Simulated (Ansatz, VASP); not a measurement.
**CrO2 in VASP and in Ansatz**

```
Cr O
1.0
     4.44079    0.00000    0.00000
     0.00000    4.44079    0.00000
     0.00000    0.00000    2.92275
Cr O
2 4
Direct
  0.00000 0.00000 0.50000
  0.50000 0.50000 0.00000
  0.19679 0.19679 0.00000
  0.30321 0.69679 0.50000
  0.80321 0.80321 0.00000
  0.69679 0.30321 0.50000
```

Alike in both runs: functional PBE; k mesh 4 × 4 × 6; occupations gaussian, width 0.1 eV; collinear spin.

Ansatz relaxed the structure, and its values are those at the end. VASP's run is a single point on that final structure, the one shown.

|  | VASP | Ansatz |
| --- | --- | --- |
| version | VASP 6.6.1 | Ansatz 0.2.0 |
| potentials or method | VASP PAW PBE potentials, release 64 (Cr_sv, O), cutoff 600 eV | scalar-relativistic, plane waves, PAW |
| valence electrons in the cell | 52 | 52 |

|  | VASP | Ansatz | Ansatz less VASP |
| --- | --- | --- | --- |
| gap on the k mesh at the Fermi level (eV) | none | none | - |
| pressure (GPa) | -1.5 | 0.2 | +1.68 |
| rms of the force components (eV/Å) | 0.017 | 0.021 | +0.0032 |
| net moment per atom (μB) | 0.67 | 0.67 | 0.000 |
| size of the moment on the site where the two differ most (μB) | 1.95 | 1.75 | -0.205 |

Site moments also hang on the region over which each program counts them. A gap of «none» marks a metal or a gap that the smearing closes.
